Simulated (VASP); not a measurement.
Wanted: the native input for a VASP 6.6.1 run.

| Item | Value |
| --- | --- |
| Task | relaxation of cell and atoms |
| Functional | RPBE |
| Dispersion | D3(BJ) |
| Potentials or basis | VASP PAW PBE potentials, release 64 (Cd, S) |
| Cutoff | 600 eV |
| k mesh | 7 × 7 × 5 |
| Occupations | fermi-dirac, width 0.05 eV |
| Spin | no spin polarisation |
| Dipole correction | no |
| Further INCAR settings | ALGO = Normal; EDIFF = 1e-06; IBRION = 2; EDIFFG = -0.01; NSW = 60; ISIF = 3 |

The structure of CdS lies in POSCAR:

```
CdS
1.0
    4.2611695877      0.0000000000      0.0000000000
   -2.1305847939      3.6902811128      0.0000000000
    0.0000000000      0.0000000000      5.8041729400
Cd S
1 1
Direct
    0.0000000000      0.0000000000      0.4426919200
    0.6666666667      0.3333333333      0.4343080800
```

The input as run:

INCAR

```
PREC     = Accurate       # precision mode
ENCUT    = 600            # plane-wave cutoff, eV
EDIFF    = 1E-6           # SCF threshold, eV
ISMEAR   = -1             # smearing method
SIGMA    = 0.05           # smearing width, eV
LREAL    = F              # projectors in reciprocal space
LASPH    = T              # aspherical terms in the spheres
NELM     = 100            # most SCF steps
ALGO     = Normal         # electronic algorithm
ISIF     = 3              # what is computed and relaxed
LWAVE    = F              # write WAVECAR
LCHARG   = F              # write CHGCAR
GGA      = RP             # functional
IVDW     = 12             # dispersion correction
IBRION   = 2              # ionic algorithm
NSW      = 60             # ionic steps
EDIFFG   = -0.01          # ionic threshold
```

KPOINTS

```
regular mesh
0
Gamma
  7 7 5
```

Potentials or basis: VASP PAW PBE potentials, release 64 (Cd, S).

Run with:

```console
$ cat potpaw_PBE.64/Cd/POTCAR potpaw_PBE.64/S/POTCAR > POTCAR
$ mpirun -np 1 vasp_std > vasp.out
```

It gave:

```json
{
  "Relaxed volume": "18.02 Å³/atom",
  "Relaxed cell": "a = 3.538 Å, b = 3.538 Å, c = 3.324 Å, α = 90.00°, β = 90.00°, γ = 120.00°",
  "Space group after relaxing (to 0.05 Å)": "P-6m2 (No. 187)",
  "Energy gained by relaxing": "641.2 meV/atom",
  "Ionic steps": "59",
  "Pressure after relaxing": "0.0 GPa",
  "Largest force after relaxing": "0.005 eV/Å",
  "Band gap on the k mesh": "0.39 eV, indirect (least direct gap 1.15 eV)",
  "Dispersion energy per atom": "-1.809 eV"
}
```

Caveat: the volume moved by over 15 % at a fixed basis, so the end points are rough; the PAW data sets were made with another functional, which shifts forces and pressure a little.

Wall time 22 min on 1 thread of Intel(R) Xeon(R) Platinum 8488C (Sapphire Rapids) (shared host), peak memory 0.31 GiB.
